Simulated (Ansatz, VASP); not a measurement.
**Two plane-wave programs on P**

```
P
1.0
    -1.47542    1.47542    1.47542
     1.47542   -1.47542    1.47542
     1.47542    1.47542   -1.47542
P
1
Direct
  0.00000 0.00000 0.00000
```

Alike in both runs: task single point; functional r2SCAN; dispersion D3(BJ); k mesh 22 × 22 × 22; occupations gaussian, width 0.05 eV; no spin polarisation.

```csv
,VASP,Ansatz
version,VASP 6.6.1,Ansatz 0.2.0
potentials or method,"VASP PAW PBE potentials, release 64 (P), cutoff 520 eV","scalar-relativistic, plane waves, PAW"
valence electrons in the cell,5,5
```

|  | VASP | Ansatz | Ansatz less VASP |
| --- | --- | --- | --- |
| gap on the k mesh at the Fermi level (eV) | none | none | - |
| pressure (GPa) | 9.0 | 9.2 | +0.25 |

VASP's potentials were made for PBE, not for r2SCAN. A gap of «none» marks a metal or a gap that the smearing closes. Ansatz's warnings: dispersion damping borrowed.
